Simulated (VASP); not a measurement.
# GaN (P6_3mc) in VASP: a series of runs, part 2 of 2

VASP 6.6.1. The steps go on from the part before.

## (5) Single point, r2SCAN (strain +0.015 along x and y, +0.000 along z)

POSCAR reads:

```
GaN
1.0
    3.2276996554      0.0000000000      0.0000000000
   -1.6138498277      2.7952698973      0.0000000000
    0.0000000000      0.0000000000      5.1660000000
Ga N
2 2
Direct
    0.3333333333      0.6666666667      0.0000000000
    0.6666666667      0.3333333333      0.5000000000
    0.3333333333      0.6666666667      0.3750000000
    0.6666666667      0.3333333333      0.8750000000
```

INCAR.step1 reads:

```
PREC = Accurate
ENCUT = 520
ISMEAR = 0
SIGMA = 0.05
LREAL = False
LASPH = True
NELM = 80
NBANDS = 26
GGA = PE
ALGO = Normal
EDIFF = 1E-4
LWAVE = True
LCHARG = False
```

INCAR.step2 reads:

```
PREC = Accurate
ENCUT = 520
EDIFF = 1E-7
ISMEAR = 0
SIGMA = 0.05
LREAL = False
LASPH = True
NELM = 80
ALGO = Normal
ISIF = 2
LWAVE = False
LCHARG = False
METAGGA = R2SCAN
LMIXTAU = True
NBANDS = 26
ISTART = 1
```

KPOINTS reads:

```
regular mesh
0
Gamma
  12 12 6
```

Run with:

```sh
cat potpaw_PBE.64/Ga_d/POTCAR potpaw_PBE.64/N/POTCAR > POTCAR
cp INCAR.step1 INCAR
mpirun -np 1 vasp_std > vasp.out
cp INCAR.step2 INCAR
mpirun -np 1 vasp_std > vasp.out
```

It took 1.7 min on 1 thread of Intel Xeon 6975P-C (Granite Rapids), shared host; peak memory 0.22 GiB.

It converged, with:

```yaml
Free_energy: -43.7978 eV
Pressure: -3.4 GPa
Largest_force: 0.285 eV/Å
Band_gap_on_the_k_mesh: 2.20 eV
```

Forces on the atoms (eV/Å):
```
Ga   0.000  0.000 -0.285
Ga   0.000  0.000 -0.285
N    0.000  0.000  0.285
N    0.000  0.000  0.285
```

Stress tensor (GPa, compression positive):
```
-5.94  0.00  0.00
 0.00 -5.94  0.00
 0.00  0.00  1.59
```

Levels at points of the mesh, in eV from the valence-band top:
```tsv
k point	band 14	band 15	band 16	band 17	band 18	band 19	band 20	band 21	band 22	band 23
(0.00, 0.00, 0.00)	-1.11	-1.11	-0.01	0.00	0.00	2.20	4.51	9.94	10.30	10.30
(0.50, 0.00, 0.00)	-5.20	-4.23	-2.80	-2.20	-0.94	5.40	5.99	6.59	9.20	10.84
(0.00, 0.00, 0.50)	-3.82	-0.57	-0.57	-0.57	-0.57	4.55	4.55	9.16	9.16	10.82
(0.50, 0.00, 0.50)	-6.57	-1.95	-1.95	-1.85	-1.85	4.84	4.84	8.33	8.33	10.64
```

Caveat: the cell differs from its parent crystal (strain +0.015 along x and y, +0.000 along z); the cell stands under tension; the PAW data sets were made with another functional, which shifts forces and pressure a little.

## (6) Single point, r2SCAN (strain +0.030 along x and y, -0.015 along z)

POSCAR reads:

```
GaN
1.0
    3.2753996503      0.0000000000      0.0000000000
   -1.6376998252      2.8365793047      0.0000000000
    0.0000000000      0.0000000000      5.0885100000
Ga N
2 2
Direct
    0.3333333333      0.6666666667      0.0000000000
    0.6666666667      0.3333333333      0.5000000000
    0.3333333333      0.6666666667      0.3750000000
    0.6666666667      0.3333333333      0.8750000000
```

INCAR.step1 reads:

```
  ALGO = Normal
  EDIFF = 1E-4
  ENCUT = 520
  GGA = PE
  ISMEAR = 0
  LASPH = T
  LCHARG = F
  LREAL = F
  LWAVE = T
  NBANDS = 26
  NELM = 80
  PREC = Accurate
  SIGMA = 0.05
```

INCAR.step2 reads:

```
  ALGO = Normal
  EDIFF = 1E-6
  ENCUT = 520
  ISIF = 2
  ISMEAR = 0
  ISTART = 1
  LASPH = T
  LCHARG = F
  LMIXTAU = T
  LREAL = F
  LWAVE = F
  METAGGA = R2SCAN
  NBANDS = 26
  NELM = 80
  PREC = Accurate
  SIGMA = 0.05
```

KPOINTS reads:

```
k-points
0
Gamma
  12 12 6
```

Potentials or basis: VASP PAW PBE potentials, release 64 (Ga_d, N).

Run with:

```sh
cat potpaw_PBE.64/Ga_d/POTCAR potpaw_PBE.64/N/POTCAR > POTCAR
cp INCAR.step1 INCAR
mpirun -np 1 vasp_std > vasp.out
cp INCAR.step2 INCAR
mpirun -np 1 vasp_std > vasp.out
```

OUTCAR:

```text
EDIFF = 1E-6
   ENCUT = 520
   ISIF = 2
   ISMEAR = 0
   ISTART = 1
   LASPH = T
   LREAL = F
   METAGGA = R2SCAN
   NELM = 80
   PREC = Accurate

 ion  position               nearest neighbor table
   1  0.333  0.667  0.000-   3 1.91   4 2.00   4 2.00   4 2.00
   2  0.667  0.333  0.500-   4 1.91   3 2.00   3 2.00   3 2.00
   3  0.333  0.667  0.375-   1 1.91   2 2.00   2 2.00   2 2.00
   4  0.667  0.333  0.875-   2 1.91   1 2.00   1 2.00   1 2.00

[... 896 lines left out ...]

  FORCE on cell =-STRESS in cart. coord.  units (eV):
  Direction    XX          YY          ZZ          XY          YZ          ZX
  --------------------------------------------------------------------------------------
  -------------------------------------------------------------------------------------
  Total       -3.4254559     -3.4254559      2.0638367      0.0000000      0.0000000      0.0000000
  in kB     -116.0858021   -116.0858021     69.9416805      0.0000000      0.0000000      0.0000000
  external PRESSURE =     -54.0766412 kB  Pullay stress =       0.0000000 kB

 VOLUME and BASIS-vectors are now :
 -----------------------------------------------------------------------------
  energy-cutoff  :      520.00
  volume of cell :       47.28
      direct lattice vectors                 reciprocal lattice vectors
     3.275399650  0.000000000  0.000000000     0.305306255  0.176268648  0.000000000
    -1.637699825  2.836579305  0.000000000     0.000000000  0.352537297  0.000000000
     0.000000000  0.000000000  5.088510000     0.000000000  0.000000000  0.196521182

 POSITION                                       TOTAL-FORCE (eV/Angst)
 -----------------------------------------------------------------------------------
     -0.00000      1.89105      0.00000        -0.000000      0.000000     -0.630813
      1.63770      0.94553      2.54426         0.000000     -0.000000     -0.630813
     -0.00000      1.89105      1.90819         0.000000      0.000000      0.630813
      1.63770      0.94553      4.45245        -0.000000      0.000000      0.630813
 -----------------------------------------------------------------------------------
    total drift:                                0.000002      0.000003      0.000782

  FREE ENERGIE OF THE ION-ELECTRON SYSTEM (eV)
  ---------------------------------------------------
  free  energy   TOTEN  =       -43.7033863611 eV

  energy  without entropy=      -43.7033863611  energy(sigma->0) =      -43.70338636
```

OUTCAR.step1:

```text
EDIFF = 1E-4
   ENCUT = 520
   GGA = PE
   ISMEAR = 0
[... 927 lines left out ...]
     -0.00000      1.89105      0.00000         0.000000      0.000000     -0.614302
      1.63770      0.94553      2.54426        -0.000000     -0.000000     -0.614302
     -0.00000      1.89105      1.90819         0.000000     -0.000000      0.614302
      1.63770      0.94553      4.45245         0.000000      0.000000      0.614302
 -----------------------------------------------------------------------------------
    total drift:                               -0.000000     -0.000001     -0.002479

  FREE ENERGIE OF THE ION-ELECTRON SYSTEM (eV)
  ---------------------------------------------------
  free  energy   TOTEN  =       -24.2395088723 eV

  energy  without entropy=      -24.2395088723  energy(sigma->0) =      -24.23950887
```

It took 94 s on 1 thread of Intel Xeon 6975P-C (Granite Rapids), shared host; peak memory 0.21 GiB.

What came out:

| Property | Result |
| --- | --- |
| Free energy | -43.7034 eV |
| Pressure | -5.4 GPa |
| Largest force | 0.631 eV/Å |
| Band gap on the k mesh | 2.08 eV |

Forces in eV/Å, atoms in the order of the input:
```
Ga   0.000  0.000 -0.631
Ga   0.000  0.000 -0.631
N    0.000  0.000  0.631
N    0.000  0.000  0.631
```

Caveat: the cell differs from its parent crystal (strain +0.030 along x and y, -0.015 along z); the cell stands under tension; the PAW data sets were made with another functional, which shifts forces and pressure a little.

## (7) Summary

```tsv
cell	gap on the mesh (eV)	pressure (GPa)	largest force (eV/Å)
a = 3.228, b = 3.228, c = 5.089 Å, angles 90.0, 90.0, 120.0°, 4 atoms	2.30	-0.4	0.51
a = 3.180, b = 3.180, c = 5.321 Å, angles 90.0, 90.0, 120.0°, 4 atoms	2.08	-3.4	0.12
a = 3.275, b = 3.275, c = 5.011 Å, angles 90.0, 90.0, 120.0°, 4 atoms	2.17	-2.2	0.92
a = 3.228, b = 3.228, c = 5.166 Å, angles 90.0, 90.0, 120.0°, 4 atoms	2.20	-3.4	0.29
a = 3.275, b = 3.275, c = 5.089 Å, angles 90.0, 90.0, 120.0°, 4 atoms	2.08	-5.4	0.63
```

Alike in all rows: task single point; level r2SCAN; potentials or basis VASP PAW PBE potentials, release 64 (Ga_d, N); no spin polarisation; k mesh 12 × 12 × 6; cutoff (eV) 520; smearing gaussian 0.05 eV.

Caveats: the PAW data sets were made with another functional, which shifts forces and pressure a little; the cell stands under tension (at least some runs).

Total energies depend on the potentials used, so only differences within one code and one set of settings carry meaning.
